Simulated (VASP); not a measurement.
Here is a VASP 6.6.1 calculation.

The input INCAR:

```
SYSTEM = Si2C
  PREC = Accurate
  ENCUT = 520
  EDIFF = 1E-6
  ISMEAR = 0
  SIGMA = 0.1
  LREAL = .False.
  LASPH = .True.
  NELM = 150
  ALGO = Normal
  ISIF = 2
  LWAVE = .False.
  LCHARG = .True.
  ISPIN = 2
  MAGMOM = 0 0 0 0 1 1
  LORBIT = 11
  GGA = PE
  LELF = .True.
  LVHAR = .True.
  NBANDS = 25
```

File KPOINTS:

```
regular mesh
0
Gamma
  6 6 2
  0 0 0
```

POSCAR

```
Si2C
1.0
    3.2319977737      0.0000000000      0.0000000000
   -1.6159988869      2.7989921770      0.0000000000
    0.0000000000      0.0000000000      8.6503027181
Si C
4 2
Direct
    0.0000000000      0.0000000000      0.3624318729
    0.3333333333      0.6666666667      0.0731969164
    0.0000000000      0.0000000000      0.6375681271
    0.6666666667      0.3333333333      0.9268030836
    0.6666666667      0.3333333333      0.7068532197
    0.3333333333      0.6666666667      0.2931467803
```

Potentials or basis: VASP PAW PBE potentials, release 64 (Si, C).

Command:

```console
$ cat potpaw_PBE.64/Si/POTCAR potpaw_PBE.64/C/POTCAR > POTCAR
$ mpirun -np 1 vasp_std > vasp.out
```

(1) Estimate the band gap on the k mesh.

(2) Estimate the pressure.

(3) Predict the largest force.

(4) What does it give for the net moment?

Answers

(1) zero (filled and empty bands overlap).

(2) -0.2 GPa.

(3) 0.026 eV/Å.

(4) 0.00 μB per cell.

Caveat: the k points lie up to 0.37 Å⁻¹ apart.
